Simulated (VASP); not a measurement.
Wanted: the native input for a VASP 6.6.1 run.

| Quantity | Value |
| --- | --- |
| Task | electric field gradients |
| Functional | PBE |
| Potentials or basis | VASP PAW PBE potentials, release 64 (Nb_sv, Cd) |
| Cutoff | 520 eV |
| k mesh | 9 × 9 × 9 |
| Occupations | fermi-dirac, width 0.08 eV |
| Spin | no spin polarisation |
| Dipole correction | no |
| Further INCAR settings | ALGO = Normal; EDIFF = 1e-08; NBANDS = 32 |

The structure of NbCd3 lies in POSCAR:

```
NbCd3
1.0
    4.2150000000      0.0000000000      0.0000000000
    0.0000000000      4.2150000000      0.0000000000
    0.0000000000      0.0000000000      4.2150000000
Nb Cd
1 3
Direct
    0.0000000000      0.0000000000      0.0000000000
    0.0000000000      0.5000000000      0.5000000000
    0.5000000000      0.0000000000      0.5000000000
    0.5000000000      0.5000000000      0.0000000000
```

One way to write it, as run:

INCAR

```
PREC = Accurate
ENCUT = 520
EDIFF = 1E-8
ISMEAR = -1
SIGMA = 0.08
LREAL = F
LASPH = T
NELM = 80
ALGO = Normal
ISIF = 2
LWAVE = F
LCHARG = F
GGA = PE
LEFG = T
NBANDS = 32
```

KPOINTS

```
Automatic mesh
0
Gamma
  9 9 9
```

Potentials or basis: VASP PAW PBE potentials, release 64 (Nb_sv, Cd).

Command:

```console
$ cat potpaw_PBE.64/Nb_sv/POTCAR potpaw_PBE.64/Cd/POTCAR > POTCAR
$ mpirun -np 1 vasp_std > vasp.out
```

Results of the run:

```
Pressure                                : 7.7 GPa
Band gap on the k mesh                  : zero (an odd number of electrons rules out a gap without spin polarisation)
Largest electric field gradient by atom : Nb +0.0; Cd +110.1 V/Å²
```

Caveat: the cell stands under pressure; without QUAD_EFG the Cq values of the log hold for a quadrupole moment of 1 mb, not for the nuclei.

Wall time 88 s on 1 thread of Oxide Virtual Turin-like Processor, on a shared host, peak memory 0.18 GiB.
